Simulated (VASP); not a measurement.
# Al (P6_3/mmc) in VASP: notebook

Al is run at these levels: LDA, PBEsol, r2SCAN, HSE06, PBE0; tasks: single point.

All numbers are computed with VASP 6.6.1; they aren't measurements. Logs are shortened: lines on timing, memory, paths and dates and some standing lists are left out, and cuts for length are marked.

## 1. The cell of the first run

The structure is hexagonal, space group P6_3/mmc (No. 194). The conventional cell has a = 2.812 Å, b = 2.812 Å, c = 4.867 Å, α = 90.00°, β = 90.00°, γ = 120.00°. Within 3.7 Å of Al (site symmetry -6m2) lie 12 Al at 2.81 to 2.93 Å.

This isn't the form of Al at room conditions, which is fcc.

## 2. Single point, LDA

File INCAR:

```
SYSTEM = Al
PREC = Accurate ; ENCUT = 520
EDIFF = 1E-6 ; ISMEAR = -1
SIGMA = 0.05 ; LREAL = .FALSE.
LASPH = .TRUE. ; NELM = 100
ALGO = Fast ; ISIF = 2
LWAVE = .FALSE. ; LCHARG = .FALSE.
GGA = CA ; NBANDS = 10
```

File KPOINTS:

```
Automatic mesh
0
G
  6 6 3
  0 0 0
```

File POSCAR:

```
Al
1.0
    2.8124553515      0.0000000000      0.0000000000
   -1.4062276757      2.4356577814      0.0000000000
    0.0000000000      0.0000000000      4.8668500000
Al
2
Direct
    0.3333333333      0.6666666667      0.2500000000
    0.6666666667      0.3333333333      0.7500000000
```

Potentials or basis: VASP PAW LDA potentials, release 64 (Al).

Run with:

```bash
> cat potpaw_LDA.64/Al/POTCAR > POTCAR
> mpirun -np 1 vasp_std > vasp.out
```

OUTCAR:

```text
SYSTEM = Al
   PREC = Accurate
   ENCUT = 520
   EDIFF = 1E-6
   ISMEAR = -1
   LREAL = .FALSE.
   LASPH = .TRUE.
   NELM = 100
   ISIF = 2
   GGA = CA

 ion  position               nearest neighbor table
   1  0.333  0.667  0.250-   2 2.93   2 2.93   2 2.93   2 2.93   2 2.93   2 2.93
   2  0.667  0.333  0.750-   1 2.93   1 2.93   1 2.93   1 2.93   1 2.93   1 2.93

  LATTYP: Found a hexagonal cell.
 ALAT       =     2.8124553515
 C/A-ratio  =     1.7304630267

  Lattice vectors:

 A1 = (   2.8124553515,   0.0000000000,   0.0000000000)
 A2 = (  -1.4062276757,   2.4356577814,   0.0000000000)
 A3 = (   0.0000000000,   0.0000000000,   4.8668500000)

Analysis of symmetry for initial positions (statically):
=====================================================================
 Subroutine PRICEL returns:
 Original cell was already a primitive cell.

 Routine SETGRP: Setting up the symmetry group for a
 hexagonal supercell.

 Subroutine GETGRP returns: Found 24 space group operations
 (whereof 12 operations were pure point group operations)
 out of a pool of 24 trial point group operations.

The static configuration has the point symmetry D_3d.
 The point group associated with its full space group is D_6h.

Analysis of symmetry for dynamics (positions and initial velocities):
=====================================================================
 Subroutine PRICEL returns:
 Original cell was already a primitive cell.

 Routine SETGRP: Setting up the symmetry group for a
 hexagonal supercell.

 Subroutine GETGRP returns: Found 24 space group operations
 (whereof 12 operations were pure point group operations)
 out of a pool of 24 trial point group operations.

The dynamic configuration has the point symmetry D_3d.
 The point group associated with its full space group is D_6h.

 Subroutine INISYM returns: Found 24 space group operations
 (whereof 12 operations are pure point group operations),
 and found     1 'primitive' translations

----------------------------------------------------------------------------------------

                                     Primitive cell

  volume of cell :      33.3388

  direct lattice vectors                    reciprocal lattice vectors
     2.812455352  0.000000000  0.000000000     0.355561200  0.205283355  0.000000000
    -1.406227676  2.435657781  0.000000000     0.000000000  0.410566709  0.000000000
     0.000000000  0.000000000  4.866850000     0.000000000  0.000000000  0.205471712

  length of vectors
     2.812455352  2.812455351  4.866850000     0.410566709  0.410566709  0.205471712

  position of ions in fractional coordinates (direct lattice)
     0.333333333  0.666666667  0.250000000
     0.666666667  0.333333333  0.750000000

  ion indices of the primitive-cell ions
   primitive index   ion index
                 1           1
                 2           2

----------------------------------------------------------------------------------------

 KPOINTS: Automatic mesh

Automatic generation of k-mesh.
 Grid dimensions read from file:
 generate k-points for:    6    6    3

 Generating k-lattice:

  Cartesian coordinates                     Fractional coordinates (reciprocal lattice)
     0.059260200  0.034213892  0.000000000     0.166666667  0.000000000  0.000000000
     0.000000000  0.068427785  0.000000000     0.000000000  0.166666667  0.000000000
     0.000000000  0.000000000  0.068490571     0.000000000  0.000000000  0.333333333

  Length of vectors
     0.068427785  0.068427785  0.068490571

  Shift w.r.t. Gamma in fractional coordinates (k-lattice)
     0.000000000  0.000000000  0.000000000

 Subroutine IBZKPT returns following result:
 ===========================================

 Found     14 irreducible k-points:

 Following reciprocal coordinates:
            Coordinates               Weight
  0.000000  0.000000  0.000000      1.000000
  0.166667  0.000000  0.000000      6.000000
  0.333333  0.000000  0.000000      6.000000
  0.500000 -0.000000  0.000000      3.000000
  0.166667  0.166667  0.000000      6.000000
  0.333333  0.166667  0.000000     12.000000
  0.333333  0.333333  0.000000      2.000000
  0.000000  0.000000  0.333333      2.000000
  0.166667  0.000000  0.333333     12.000000
  0.333333  0.000000  0.333333     12.000000
  0.500000 -0.000000  0.333333      6.000000
  0.166667  0.166667  0.333333     12.000000
  0.333333  0.166667  0.333333     24.000000
  0.333333  0.333333  0.333333      4.000000
   k-points           NKPTS =     14   k-points in BZ     NKDIM =     14   number of bands    NBANDS=     10
   number of dos      NEDOS =    301   number of ions     NIONS =      2
   total plane-waves  NPLWV =  20736
   dimension x,y,z NGX =    24 NGY =   24 NGZ =   36
   dimension x,y,z NGXF=    48 NGYF=   48 NGZF=   72
   ions per type =               2
   NGX,Y,Z   is equivalent  to a cutoff of  14.19, 14.19, 12.30 a.u.
   NGXF,Y,Z  is equivalent  to a cutoff of  28.37, 28.37, 24.59 a.u.
 SYSTEM =  Al
   PREC   = accura    normal or accurate (medium, high low for compatibility)
   ISTART =      0    job   : 0-new  1-cont  2-samecut
   ICHARG =      2    charge: 1-file 2-atom 10-const
   ISPIN  =      1    spin polarized calculation?
   LNONCOLLINEAR =      F non collinear calculations
   LSORBIT =      F    spin-orbit coupling
   LASPH  =      T    aspherical Exc in radial PAW
   ENCUT  =  520.0 eV  38.22 Ry    6.18 a.u.   5.23  5.23  9.05*2*pi/ulx,y,z
   NELM   =    100;   NELMIN=  2; NELMDL= -5     # of ELM steps
   EDIFF  = 0.1E-05   stopping-criterion for ELM
   LREAL  =      F    real-space projection
   EDIFFG = 0.1E-04   stopping-criterion for IOM
   NSW    =      0    number of steps for IOM
   IBRION =     -1    ionic relax: 0-MD 1-quasi-New 2-CG
   NFREE  =      0    steps in history (QN), initial steepest desc. (CG)
   ISIF   =      2    stress and relaxation
   ISYM   =      2    0-nonsym 1-usesym 2-fastsym
   POTIM  = 0.5000    time-step for ionic-motion
   TEBEG  =    0.0;   TEEND  =   0.0 temperature during run
   PSTRESS=    0.0 pullay stress
   NELECT =       6.0000    total number of electrons
   NUPDOWN=      -1.0000    fix difference up-down
   EMIN   =  10.00;   EMAX   =-10.00  energy-range for DOS
   EFERMI =   0.00;   METHOD = LEGACY
   ISMEAR =    -1;   SIGMA  =   0.05  broadening in eV -4-tet -1-fermi 0-gaus
   EFERMI_NEDOS =   21; number of points for ismear=-14 and -15
   IALGO  =     68    algorithm
   IMIX   =      4    mixing-type and parameters
     AMIX     =   0.40;   BMIX     =  1.00
     AMIX_MAG =   1.60;   BMIX_MAG =  1.00
  volume/ion in A,a.u.               =      16.67       112.49
  Fermi-wavevector in a.u.,A,eV,Ry     =   0.924291  1.746656 11.623640  0.854313
  Thomas-Fermi vector in A             =   2.050021
   LORBIT       =      0    0 simple, 1 ext, 2 COOP (PROOUT), +10 PAW based schemes
   GGA     = CA    functional components
   LHFCALC =     F    Hartree Fock is set to
   AEXX    =    0.0000 exact exchange contribution
   IVDW    =     0    specifies the selected vdW correction
   LEPSILON=     F    determine dielectric tensor
   LRPA    =     F    only Hartree local field effects (RPA)
 non-spin polarized calculation
 RMM-DIIS sequential band-by-band and
  energy-cutoff  :      520.00
  volume of cell :       33.34
 maximum number of plane-waves:       908
 NGX is ok and might be reduce to    24
   NGX = 11   NGY = 11   NGZ = 19

 number of electron       6.0000000 magnetization

 Free energy of the ion-electron system (eV)
  ---------------------------------------------------
  ext. energy  EPLUGINS =         0.00000000
  ---------------------------------------------------
  free energy    TOTEN  =        -8.17864113 eV

  energy without entropy =       -8.16756540  energy(sigma->0) =       -8.17310326

 E-fermi :   7.8193     XC(G=0): -10.3038

 val. band max:        7.5844121387   @ k =   0.3333   0.3333   0.3333
 cond. band min:       7.9465654092   @ k =   0.3333   0.1667   0.3333
 fundamental gap:      0.3621532706
 Fermi energy:         7.8193148236

 k-point     1 :       0.0000    0.0000    0.0000
  band No.  band energies     occupation
      1      -3.3488      2.00000
      2       2.5981      2.00000
      3       2.9101      2.00000
      4      18.8140      0.00000
      5      18.9895      0.00000
      6      18.9895      0.00000
      7      19.2870      0.00000
      8      19.2870      0.00000
      9      19.9034      0.00000
     10      22.3338      0.00000

 k-point     2 :       0.1667    0.0000    0.0000
  band No.  band energies     occupation
      1      -2.6590      2.00000
      2       3.2725      2.00000
      3       3.5548      2.00000
      4      13.1257      0.00000
      5      16.1990      0.00000
      6      17.2967      0.00000
      7      18.3643      0.00000
      8      18.8364      0.00000
      9      20.6668      0.00000
     10      20.7335      0.00000

 k-point     3 :       0.3333    0.0000    0.0000
  band No.  band energies     occupation
      1      -0.6107      2.00000
      2       5.1792      2.00000
      3       5.4862      2.00000
      4       7.5103      1.99587
      5      12.8655      0.00000
      6      13.2904      0.00000
      7      14.4475      0.00000
      8      16.0812      0.00000
      9      19.3536      0.00000
     10      20.2138      0.00000
[... 118 lines left out ...]
 k-point    13 :       0.3333    0.1667    0.3333
  band No.  band energies     occupation
      1       2.0704      2.00000
      2       4.0151      2.00000
      3       6.0985      2.00000
      4       7.9466      0.14552
      5       9.9364      0.00000
      6      11.4890      0.00000
      7      12.5468      0.00000
      8      15.7142      0.00000
      9      17.6539      0.00000
     10      19.5416      0.00000

 k-point    14 :       0.3333    0.3333    0.3333
  band No.  band energies     occupation
      1       5.1943      2.00000
      2       5.1943      2.00000
      3       5.4469      2.00000
      4       7.3397      1.99986
      5       7.5844      1.98194
      6       7.5844      1.98194
      7      15.0518      0.00000
      8      15.0518      0.00000
      9      15.4641      0.00000
     10      20.8382      0.00000

------------------------ aborting loop because EDIFF is reached ----------------------------------------

  FORCE on cell =-STRESS in cart. coord.  units (eV):
  Direction    XX          YY          ZZ          XY          YZ          ZX
  --------------------------------------------------------------------------------------
  -------------------------------------------------------------------------------------
  Total        0.2575318      0.2575318     -1.3216346      0.0000000     -0.0000000      0.0000000
  in kB       12.3763208     12.3763208    -63.5143887      0.0000000     -0.0000000      0.0000000
  external PRESSURE =     -12.9205824 kB  Pullay stress =       0.0000000 kB

 VOLUME and BASIS-vectors are now :
 -----------------------------------------------------------------------------
  energy-cutoff  :      520.00
  volume of cell :       33.34
      direct lattice vectors                 reciprocal lattice vectors
     2.812455352  0.000000000  0.000000000     0.355561200  0.205283355  0.000000000
    -1.406227676  2.435657781  0.000000000     0.000000000  0.410566709  0.000000000
     0.000000000  0.000000000  4.866850000     0.000000000  0.000000000  0.205471712

 POSITION                                       TOTAL-FORCE (eV/Angst)
 -----------------------------------------------------------------------------------
     -0.00000      1.62377      1.21671        -0.000000      0.000000      0.000000
      1.40623      0.81189      3.65014         0.000000      0.000000      0.000000
 -----------------------------------------------------------------------------------
    total drift:                                0.000000     -0.000000      0.000000

  FREE ENERGIE OF THE ION-ELECTRON SYSTEM (eV)
  ---------------------------------------------------
  free  energy   TOTEN  =        -8.1786411287 eV

  energy  without entropy=       -8.1675653989  energy(sigma->0) =       -8.17310326
```

Wall time 3.1 s (1 thread of Intel Xeon Platinum 8259CL at 2.50GHz (Skylake/Cascade Lake), shared host); peak memory 0.12 GiB.

Results:

- Free energy: -8.1786 eV
- Pressure: -1.3 GPa
- Band gap on the k mesh: zero (bands 3 and 4 overlap by 3.64 eV)

Caveat: the k points lie up to 0.43 Å⁻¹ apart, too coarse for converged energies and pressures of a metal.

## 3. Single point, PBEsol

File INCAR:

```
ALGO = Fast
EDIFF = 1E-6
ENCUT = 520
GGA = PS
ISIF = 2
ISMEAR = -1
LASPH = T
LCHARG = F
LREAL = F
LWAVE = F
NBANDS = 10
NELM = 100
PREC = Accurate
SIGMA = 0.05
```

File KPOINTS:

```
k-points
0
Gamma
  6 6 3
```

POSCAR is that of step 2.

Potentials or basis: VASP PAW PBE potentials, release 64 (Al).

Run with:

```bash
> cat potpaw_PBE.64/Al/POTCAR > POTCAR
> mpirun -np 1 vasp_std > vasp.out
```

OUTCAR:

```text
EDIFF = 1E-6
   ENCUT = 520
   GGA = PS
   ISIF = 2
   ISMEAR = -1
   LASPH = T
   LREAL = F
   NELM = 100
   PREC = Accurate

 ion  position               nearest neighbor table
   1  0.333  0.667  0.250-   2 2.93   2 2.93   2 2.93   2 2.93   2 2.93   2 2.93
   2  0.667  0.333  0.750-   1 2.93   1 2.93   1 2.93   1 2.93   1 2.93   1 2.93

  LATTYP: Found a hexagonal cell.
 ALAT       =     2.8124553515
 C/A-ratio  =     1.7304630267

[... 359 lines left out ...]
     10      21.0874      0.00000

------------------------ aborting loop because EDIFF is reached ----------------------------------------

  FORCE on cell =-STRESS in cart. coord.  units (eV):
  Direction    XX          YY          ZZ          XY          YZ          ZX
  --------------------------------------------------------------------------------------
  -------------------------------------------------------------------------------------
  Total        0.6599606      0.6599606     -1.0563513      0.0000000     -0.0000000      0.0000000
  in kB       31.7160216     31.7160216    -50.7655471      0.0000000     -0.0000000      0.0000000
  external PRESSURE =       4.2221654 kB  Pullay stress =       0.0000000 kB

 VOLUME and BASIS-vectors are now :
 -----------------------------------------------------------------------------
  energy-cutoff  :      520.00
  volume of cell :       33.34
      direct lattice vectors                 reciprocal lattice vectors
     2.812455352  0.000000000  0.000000000     0.355561200  0.205283355  0.000000000
    -1.406227676  2.435657781  0.000000000     0.000000000  0.410566709  0.000000000
     0.000000000  0.000000000  4.866850000     0.000000000  0.000000000  0.205471712

 POSITION                                       TOTAL-FORCE (eV/Angst)
 -----------------------------------------------------------------------------------
     -0.00000      1.62377      1.21671        -0.000000      0.000000      0.000000
      1.40623      0.81189      3.65014         0.000000     -0.000000      0.000000
 -----------------------------------------------------------------------------------
    total drift:                                0.000000     -0.000000      0.000000

  FREE ENERGIE OF THE ION-ELECTRON SYSTEM (eV)
  ---------------------------------------------------
  free  energy   TOTEN  =        -7.9848441247 eV

  energy  without entropy=       -7.9730819635  energy(sigma->0) =       -7.97896304
```

OSZICAR:

```text
N       E                     dE             d eps       ncg     rms          rms(c)
DAV:   1    -0.801736947587E+00   -0.80174E+00   -0.22880E+03   280   0.471E+02
DAV:   2    -0.787369015088E+01   -0.70720E+01   -0.69497E+01   390   0.541E+01
DAV:   3    -0.803797087486E+01   -0.16428E+00   -0.16356E+00   372   0.648E+00
DAV:   4    -0.803843108958E+01   -0.46021E-03   -0.46020E-03   356   0.423E-01
DAV:   5    -0.803843473278E+01   -0.36432E-05   -0.36432E-05   352   0.346E-02    0.188E+00
RMM:   6    -0.800625939367E+01    0.32175E-01   -0.33731E-03   287   0.299E-01    0.108E+00
RMM:   7    -0.798491013839E+01    0.21349E-01   -0.89786E-03   298   0.481E-01    0.153E-01
RMM:   8    -0.798483914396E+01    0.70994E-04   -0.43734E-04   313   0.133E-01    0.239E-02
RMM:   9    -0.798484665001E+01   -0.75060E-05   -0.75120E-05   329   0.610E-02    0.255E-02
RMM:  10    -0.798484804350E+01   -0.13935E-05   -0.95318E-06   330   0.205E-02    0.548E-02
RMM:  11    -0.798484522713E+01    0.28164E-05   -0.19366E-06   310   0.839E-03    0.445E-02
RMM:  12    -0.798484414006E+01    0.10871E-05   -0.42923E-07   223   0.457E-03    0.144E-02
RMM:  13    -0.798484412470E+01    0.15359E-07   -0.14917E-07   169   0.267E-03
   1 F= -.79848441E+01 E0= -.79789630E+01  d E =-.117622E-01
```

Run time: 4.4 s. Hardware: 1 thread of Intel Xeon Platinum 8259CL at 2.50GHz (Skylake/Cascade Lake), shared host; peak memory 0.14 GiB.

Results:

- Free energy: -7.9848 eV
- Pressure: 0.4 GPa
- Band gap on the k mesh: zero (bands 3 and 4 overlap by 3.64 eV)

Levels at points of the mesh, in eV from the Fermi level:
```
           k point  band 1  band 2  band 3  band 4  band 5  band 6
(0.00, 0.00, 0.00)  -11.20   -5.20   -4.96   11.00   11.28   11.28
(0.50, 0.00, 0.00)   -5.16   -5.06    0.47    0.48    1.20    1.31
```

Caveat: the k points lie up to 0.43 Å⁻¹ apart, too coarse for converged energies and pressures of a metal; the PAW data sets were made with another functional, which shifts forces and pressure a little.

## 4. Single point, r2SCAN

POSCAR is that of step 3.

File INCAR.step1:

```
  PREC = Accurate
  ENCUT = 520
  ISMEAR = -1
  SIGMA = 0.05
  LREAL = False
  LASPH = True
  NELM = 80
  NBANDS = 10
  GGA = PE
  ALGO = Normal
  EDIFF = 1E-4
  LWAVE = True
  LCHARG = False
```

File INCAR.step2:

```
  PREC = Accurate
  ENCUT = 520
  EDIFF = 1E-7
  ISMEAR = -1
  SIGMA = 0.05
  LREAL = False
  LASPH = True
  NELM = 80
  ALGO = Normal
  ISIF = 2
  LWAVE = False
  LCHARG = False
  METAGGA = R2SCAN
  LMIXTAU = True
  NBANDS = 10
  ISTART = 1
```

File KPOINTS:

```
Automatic mesh
0
Gamma
  6 6 3
```

Run with:

```bash
> cat potpaw_PBE.64/Al/POTCAR > POTCAR
> cp INCAR.step1 INCAR
> mpirun -np 1 vasp_std > vasp.out
> cp INCAR.step2 INCAR
> mpirun -np 1 vasp_std > vasp.out
```

It took 17 s on 1 thread of Intel Xeon Platinum 8259CL at 2.50GHz (Skylake/Cascade Lake), shared host; peak memory 0.15 GiB.

It converged, with:

| Item | Value |
| --- | --- |
| Free energy | -13.2217 eV |
| Pressure | -1.3 GPa |
| Band gap on the k mesh | zero (bands 3 and 4 overlap by 3.82 eV) |

Stress tensor (GPa, compression positive):
```
 1.66  0.00  0.00
 0.00  1.66  0.00
 0.00  0.00 -7.36
```

Levels at points of the mesh, in eV from the Fermi level:
```tsv
k point	band 1	band 2	band 3	band 4	band 5	band 6	band 7
(0.00, 0.00, 0.00)	-11.94	-5.43	-5.42	11.63	12.09	12.09	12.20
(0.50, 0.00, 0.00)	-5.48	-5.46	0.45	0.56	1.24	1.39	6.54
```

Caveat: the k points lie up to 0.43 Å⁻¹ apart, too coarse for converged energies and pressures of a metal; the PAW data sets were made with another functional, which shifts forces and pressure a little.

(Continued in part 2 of 2.)
